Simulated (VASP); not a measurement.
Write the native input for VASP 6.6.1 that does the following.

```yaml
Task: single point
Functional: PBEsol
Potentials_or_basis: VASP PAW PBE potentials, release 64 (Mo_sv, Bi_d)
Cutoff: 520 eV
k_mesh: 14 × 14 × 14
Occupations: fermi-dirac, width 0.1 eV
Spin: no spin polarisation
Dipole_correction: no
Further_INCAR_settings: ALGO = Normal; EDIFF = 1e-06; NBANDS = 22
```

The structure of BiMo (CsCl type) lies in POSCAR:

```
BiMo
1.0
    2.7496969629      0.0000000000      0.0000000000
    0.0000000000      2.7496969629      0.0000000000
    0.0000000000      0.0000000000      2.7496969629
Mo Bi
1 1
Direct
    0.0000000000      0.0000000000      0.0000000000
    0.5000000000      0.5000000000      0.5000000000
```

One way to write it, as run:

INCAR

```
SYSTEM = BiMo
ALGO = Normal
EDIFF = 1E-6
ENCUT = 520
GGA = PS
ISIF = 2
ISMEAR = -1
LASPH = .True.
LCHARG = .False.
LREAL = .False.
LWAVE = .False.
NBANDS = 22
NELM = 60
PREC = Accurate
SIGMA = 0.1
```

KPOINTS

```
k-points
0
Gamma
  14 14 14
  0 0 0
```

Potentials or basis: VASP PAW PBE potentials, release 64 (Mo_sv, Bi_d).

The run is started by

```bash
$ cat potpaw_PBE.64/Mo_sv/POTCAR potpaw_PBE.64/Bi_d/POTCAR > POTCAR
$ mpirun -np 1 vasp_std > vasp.out
```

It gave:

* Pressure: 404.4 GPa
* Band gap on the k mesh: zero (an odd number of electrons rules out a gap without spin polarisation)

Caveat: the cell stands under pressure; the PAW data sets were made with another functional, which shifts forces and pressure a little; spin-orbit coupling is left out, which moves the levels of the heavy elements.

Run time: 51 s on 1 thread of Intel Xeon 8259CL (shared host), peak memory 0.17 GiB.
